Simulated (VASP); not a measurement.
# ZnSn3N2 (R-3m) in VASP: notebook

Runs on ZnSn3N2. Level: PBE. Tasks: single point, relaxation of cell and atoms.

Everything below comes from runs of VASP 6.6.1. Logs are shortened: lines on timing, memory, paths and dates and some standing lists are left out, and cuts for length are marked.

### Step 1. The cell of the first run

It takes space group R-3m (No. 166, trigonal). The conventional cell has a = 7.718 Å, b = 7.718 Å, c = 7.148 Å, α = 90.00°, β = 90.00°, γ = 120.00°. Zn (site symmetry -3m) has 2 N at 1.83 Å within 2.4 Å. Within 3.0 Å of Sn (site symmetry 2/m) lie 2 N at 2.29 Å. N (site symmetry 3m) has 1 Zn at 1.83 Å and 3 Sn at 2.29 Å within 2.4 Å.

### Step 2. Single point, PBE

Input file INCAR:

```
SYSTEM = ZnSn3N2
PREC     = Accurate       ! precision mode
ENCUT    = 520            ! plane-wave cutoff, eV
EDIFF    = 1E-6           ! SCF threshold, eV
ISMEAR   = 0              ! smearing method
SIGMA    = 0.1            ! smearing width, eV
LREAL    = .FALSE.        ! projectors in reciprocal space
LASPH    = .TRUE.         ! aspherical terms in the spheres
NELM     = 100            ! most SCF steps
ALGO     = Normal         ! electronic algorithm
ISIF     = 2              ! what is computed and relaxed
LWAVE    = .FALSE.        ! write WAVECAR
LCHARG   = .FALSE.        ! write CHGCAR
GGA      = PE             ! functional
NBANDS   = 41             ! bands
```

Input file KPOINTS:

```
regular mesh
0
G
  3 3 3
  0 0 0
```

Input file POSCAR:

```
ZnSn3N2
1.0
    3.8591018201      2.2280534746      2.3826652861
   -3.8591018201      2.2280534746      2.3826652861
    0.0000000000     -4.4561069493      2.3826652861
Zn Sn N
1 3 2
Direct
    0.0000000000      0.0000000000      0.0000000000
    0.0000000000      0.5000000000      0.5000000000
    0.5000000000      0.0000000000      0.5000000000
    0.5000000000      0.5000000000      0.0000000000
    0.2564155228      0.2564155228      0.2564155228
    0.7435844772      0.7435844772      0.7435844772
```

Potentials or basis: VASP PAW PBE potentials, release 64 (Zn, Sn_d, N).

Started as:

```console
> cat potpaw_PBE.64/Zn/POTCAR potpaw_PBE.64/Sn_d/POTCAR potpaw_PBE.64/N/POTCAR > POTCAR
> mpirun -np 1 vasp_std > vasp.out
```

OUTCAR:

```text
SYSTEM = ZnSn3N2
   PREC = Accurate
   ENCUT = 520
   EDIFF = 1E-6
   ISMEAR = 0
   LREAL = .FALSE.
   LASPH = .TRUE.
   NELM = 100
   ISIF = 2
   GGA = PE

 ion  position               nearest neighbor table
   1  0.000  0.000  0.000-   5 1.83   6 1.83   4 3.26   4 3.26   2 3.26   2 3.26   3 3.26   3 3.26

   2  0.000  0.500  0.500-   5 2.29   6 2.29   3 3.26   3 3.26   4 3.26   1 3.26   4 3.26   1 3.26

   3  0.500  0.000  0.500-   5 2.29   6 2.29   2 3.26   2 3.26   4 3.26   4 3.26   1 3.26   1 3.26

   4  0.500  0.500  0.000-   5 2.29   6 2.29   1 3.26   1 3.26   3 3.26   3 3.26   2 3.26   2 3.26

   5  0.256  0.256  0.256-   1 1.83   4 2.29   3 2.29   2 2.29
   6  0.744  0.744  0.744-   1 1.83   4 2.29   3 2.29   2 2.29

  LATTYP: Found a trigonal (rhomboedric) cell.
 ALAT       =     5.0531161682
 COS(alpha) =    -0.1664977495

  Lattice vectors:

 A1 = (   3.8591018201,   2.2280534746,   2.3826652861)
 A2 = (  -3.8591018201,   2.2280534746,   2.3826652861)
 A3 = (   0.0000000000,  -4.4561069493,   2.3826652861)

Analysis of symmetry for initial positions (statically):
=====================================================================
 Subroutine PRICEL returns:
 Original cell was already a primitive cell.

 Routine SETGRP: Setting up the symmetry group for a
 trigonal (rhombohedral) supercell.

 Subroutine GETGRP returns: Found 12 space group operations
 (whereof 12 operations were pure point group operations)
 out of a pool of 12 trial point group operations.

The static configuration has the point symmetry D_3d.

Analysis of symmetry for dynamics (positions and initial velocities):
=====================================================================
 Subroutine PRICEL returns:
 Original cell was already a primitive cell.

 Routine SETGRP: Setting up the symmetry group for a
 trigonal (rhombohedral) supercell.

 Subroutine GETGRP returns: Found 12 space group operations
 (whereof 12 operations were pure point group operations)
 out of a pool of 12 trial point group operations.

The dynamic configuration has the point symmetry D_3d.

 Subroutine INISYM returns: Found 12 space group operations
 (whereof 12 operations are pure point group operations),
 and found     1 'primitive' translations

----------------------------------------------------------------------------------------

                                     Primitive cell

  volume of cell :     122.9210

  direct lattice vectors                    reciprocal lattice vectors
     3.859101820  2.228053475  2.382665286     0.129563827  0.074803710  0.139899354
    -3.859101820  2.228053475  2.382665286    -0.129563827  0.074803710  0.139899354
     0.000000000 -4.456106949  2.382665286     0.000000000 -0.149607421  0.139899354

  length of vectors
     5.053116168  5.053116168  5.053116168     0.204827267  0.204827267  0.204827267

  position of ions in fractional coordinates (direct lattice)
     0.000000000  0.000000000  0.000000000
     0.000000000  0.500000000  0.500000000
     0.500000000  0.000000000  0.500000000
     0.500000000  0.500000000  1.000000000
     0.256415523  0.256415523  0.256415523
     0.743584477  0.743584477  0.743584477

  ion indices of the primitive-cell ions
   primitive index   ion index
                 1           1
                 2           2
                 3           3
                 4           4
                 5           5
                 6           6

----------------------------------------------------------------------------------------

 KPOINTS: regular mesh

Automatic generation of k-mesh.
 Grid dimensions read from file:
 generate k-points for:    3    3    3

 Generating k-lattice:

  Cartesian coordinates                     Fractional coordinates (reciprocal lattice)
     0.043187942  0.024934570  0.046633118     0.333333333  0.000000000 -0.000000000
    -0.043187942  0.024934570  0.046633118     0.000000000  0.333333333 -0.000000000
     0.000000000 -0.049869140  0.046633118    -0.000000000 -0.000000000  0.333333333

  Length of vectors
     0.068275756  0.068275756  0.068275756

  Shift w.r.t. Gamma in fractional coordinates (k-lattice)
     0.000000000  0.000000000  0.000000000

 Subroutine IBZKPT returns following result:
 ===========================================

 Found      6 irreducible k-points:

 Following reciprocal coordinates:
            Coordinates               Weight
  0.000000  0.000000  0.000000      1.000000
  0.333333  0.000000  0.000000      6.000000
  0.333333  0.333333  0.000000      6.000000
 -0.333333  0.333333  0.000000      6.000000
  0.333333  0.333333  0.333333      2.000000
 -0.333333  0.333333  0.333333      6.000000
   k-points           NKPTS =      6   k-points in BZ     NKDIM =      6   number of bands    NBANDS=     41
   number of dos      NEDOS =    301   number of ions     NIONS =      6
   total plane-waves  NPLWV =  64000
   dimension x,y,z NGX =    40 NGY =   40 NGZ =   40
   dimension x,y,z NGXF=    80 NGYF=   80 NGZF=   80
   ions per type =               1   3   2
   NGX,Y,Z   is equivalent  to a cutoff of  13.16, 13.16, 13.16 a.u.
   NGXF,Y,Z  is equivalent  to a cutoff of  26.32, 26.32, 26.32 a.u.
 SYSTEM =  ZnSn3N2
   PREC   = accura    normal or accurate (medium, high low for compatibility)
   ISTART =      0    job   : 0-new  1-cont  2-samecut
   ICHARG =      2    charge: 1-file 2-atom 10-const
   ISPIN  =      1    spin polarized calculation?
   LNONCOLLINEAR =      F non collinear calculations
   LSORBIT =      F    spin-orbit coupling
   LASPH  =      T    aspherical Exc in radial PAW
   ENCUT  =  520.0 eV  38.22 Ry    6.18 a.u.   9.40  9.40  9.40*2*pi/ulx,y,z
   NELM   =    100;   NELMIN=  2; NELMDL= -5     # of ELM steps
   EDIFF  = 0.1E-05   stopping-criterion for ELM
   LREAL  =      F    real-space projection
   EDIFFG = 0.1E-04   stopping-criterion for IOM
   NSW    =      0    number of steps for IOM
   IBRION =     -1    ionic relax: 0-MD 1-quasi-New 2-CG
   NFREE  =      0    steps in history (QN), initial steepest desc. (CG)
   ISIF   =      2    stress and relaxation
   ISYM   =      2    0-nonsym 1-usesym 2-fastsym
   POTIM  = 0.5000    time-step for ionic-motion
   TEBEG  =    0.0;   TEEND  =   0.0 temperature during run
   PSTRESS=    0.0 pullay stress
   NELECT =      64.0000    total number of electrons
   NUPDOWN=      -1.0000    fix difference up-down
   EMIN   =  10.00;   EMAX   =-10.00  energy-range for DOS
   EFERMI =   0.00;   METHOD = LEGACY
   ISMEAR =     0;   SIGMA  =   0.10  broadening in eV -4-tet -1-fermi 0-gaus
   EFERMI_NEDOS =   21; number of points for ismear=-14 and -15
   IALGO  =     38    algorithm
   IMIX   =      4    mixing-type and parameters
     AMIX     =   0.40;   BMIX     =  1.00
     AMIX_MAG =   1.60;   BMIX_MAG =  1.00
  volume/ion in A,a.u.               =      20.49       138.25
  Fermi-wavevector in a.u.,A,eV,Ry     =   1.317021  2.488809 23.599917  1.734545
  Thomas-Fermi vector in A             =   2.447092
   LORBIT       =      0    0 simple, 1 ext, 2 COOP (PROOUT), +10 PAW based schemes
   GGA     = PE    functional components
   LHFCALC =     F    Hartree Fock is set to
   AEXX    =    0.0000 exact exchange contribution
   IVDW    =     0    specifies the selected vdW correction
   LEPSILON=     F    determine dielectric tensor
   LRPA    =     F    only Hartree local field effects (RPA)
 non-spin polarized calculation
 Gauss-broadening in eV      SIGMA  =   0.10
  energy-cutoff  :      520.00
  volume of cell :      122.92
 maximum number of plane-waves:      3326
 NGX is ok and might be reduce to    40
   NGX = 19   NGY = 19   NGZ = 19

 number of electron      63.9999956 magnetization

 Free energy of the ion-electron system (eV)
  ---------------------------------------------------
  ext. energy  EPLUGINS =         0.00000000
  ---------------------------------------------------
  free energy    TOTEN  =       -26.09636948 eV

  energy without entropy =      -26.08508077  energy(sigma->0) =      -26.09072513

 E-fermi :   5.6077     XC(G=0): -10.0785

 val. band max:        5.5319070025   @ k =   0.3333   0.3333   0.0000
 cond. band min:       5.7636121937   @ k =  -0.3333   0.3333   0.3333
 fundamental gap:      0.2317051912
 Fermi energy:         5.6077042654

 k-point     1 :       0.0000    0.0000    0.0000
  band No.  band energies     occupation
      1     -15.6586      2.00000
      2     -15.6586      2.00000
      3     -15.6550      2.00000
      4     -15.5755      2.00000
      5     -15.5683      2.00000
      6     -15.5683      2.00000
[... 33 lines left out ...]
     40      10.7116      0.00000
     41      12.1057      0.00000

 k-point     2 :       0.3333    0.0000    0.0000
  band No.  band energies     occupation
      1     -15.6528      2.00000
      2     -15.6047      2.00000
      3     -15.6026      2.00000
      4     -15.5611      2.00000
      5     -15.5593      2.00000
      6     -15.5546      2.00000
[... 33 lines left out ...]
     40      11.2766      0.00000
     41      12.3492      0.00000

 k-point     3 :       0.3333    0.3333    0.0000
  band No.  band energies     occupation
      1     -15.6168      2.00000
      2     -15.6061      2.00000
      3     -15.5637      2.00000
      4     -15.5593      2.00000
      5     -15.5584      2.00000
      6     -15.5333      2.00000
[... 33 lines left out ...]
     40      11.6453      0.00000
     41      12.1121      0.00000

 k-point     4 :      -0.3333    0.3333    0.0000
  band No.  band energies     occupation
      1     -15.6386      2.00000
      2     -15.6102      2.00000
      3     -15.5743      2.00000
      4     -15.5692      2.00000
      5     -15.5543      2.00000
      6     -15.5505      2.00000
[... 33 lines left out ...]
     40      11.6624      0.00000
     41      12.4642      0.00000

 k-point     5 :       0.3333    0.3333    0.3333
  band No.  band energies     occupation
      1     -15.6109      2.00000
      2     -15.6048      2.00000
      3     -15.5650      2.00000
      4     -15.5588      2.00000
      5     -15.5588      2.00000
      6     -15.5371      2.00000
[... 33 lines left out ...]
     40      11.6240      0.00000
     41      11.6240      0.00000

 k-point     6 :      -0.3333    0.3333    0.3333
  band No.  band energies     occupation
      1     -15.6608      2.00000
      2     -15.6016      2.00000
      3     -15.5844      2.00000
      4     -15.5677      2.00000
      5     -15.5637      2.00000
      6     -15.5477      2.00000
[... 33 lines left out ...]
     40      11.8143      0.00000
     41      11.9892      0.00000

------------------------ aborting loop because EDIFF is reached ----------------------------------------

  FORCE on cell =-STRESS in cart. coord.  units (eV):
  Direction    XX          YY          ZZ          XY          YZ          ZX
  --------------------------------------------------------------------------------------
  -------------------------------------------------------------------------------------
  Total       -0.0141211     -0.0141211      0.3516248      0.0000000     -0.0000000      0.0000000
  in kB       -0.1840574     -0.1840574      4.5831481      0.0000000     -0.0000000      0.0000000
  external PRESSURE =       1.4050111 kB  Pullay stress =       0.0000000 kB

 VOLUME and BASIS-vectors are now :
 -----------------------------------------------------------------------------
  energy-cutoff  :      520.00
  volume of cell :      122.92
      direct lattice vectors                 reciprocal lattice vectors
     3.859101820  2.228053475  2.382665286     0.129563827  0.074803710  0.139899354
    -3.859101820  2.228053475  2.382665286    -0.129563827  0.074803710  0.139899354
     0.000000000 -4.456106949  2.382665286     0.000000000 -0.149607421  0.139899354

 POSITION                                       TOTAL-FORCE (eV/Angst)
 -----------------------------------------------------------------------------------
      0.00000      0.00000      0.00000         0.000000      0.000000     -0.000000
     -1.92955     -1.11403      2.38267        -0.000000      0.000000      0.000000
      1.92955     -1.11403      2.38267         0.000000      0.000000     -0.000000
      0.00000      2.22805      2.38267         0.000000      0.000000      0.000000
      0.00000     -0.00000      1.83286         0.000000     -0.000000      0.112636
      0.00000     -0.00000      5.31514         0.000000      0.000000     -0.112636
 -----------------------------------------------------------------------------------
    total drift:                                0.000000      0.000000     -0.000000

  FREE ENERGIE OF THE ION-ELECTRON SYSTEM (eV)
  ---------------------------------------------------
  free  energy   TOTEN  =       -26.0963694838 eV

  energy  without entropy=      -26.0850807669  energy(sigma->0) =      -26.09072513
```

Wall time 38 s (1 thread of Intel Xeon 6975P-C, shared host); peak memory 0.25 GiB.

Results:

```yaml
Free_energy: -26.0964 eV
Pressure: 0.1 GPa
Largest_force: 0.113 eV/Å
Band_gap_on_the_k_mesh: zero (band 32 reaches 5.98 eV, above the bottom of band 33 at 5.42 eV)
```

Forces on the atoms (eV/Å):
```
Zn   0.000  0.000  0.000
Sn   0.000  0.000  0.000
Sn   0.000  0.000  0.000
Sn   0.000  0.000  0.000
N    0.000  0.000  0.113
N    0.000  0.000 -0.113
```

Levels at points of the mesh, in eV from the Fermi level:
```csv
k point,band 29,band 30,band 31,band 32,band 33,band 34,band 35,band 36
"(0.00, 0.00, 0.00)",-2.62,-2.41,-2.41,0.37,0.80,0.80,3.76,4.88
```

Caveat: the k points lie up to 0.43 Å⁻¹ apart; spin-orbit coupling is left out, which moves the levels of the heavy elements.

(Continued in part 2 of 2.)
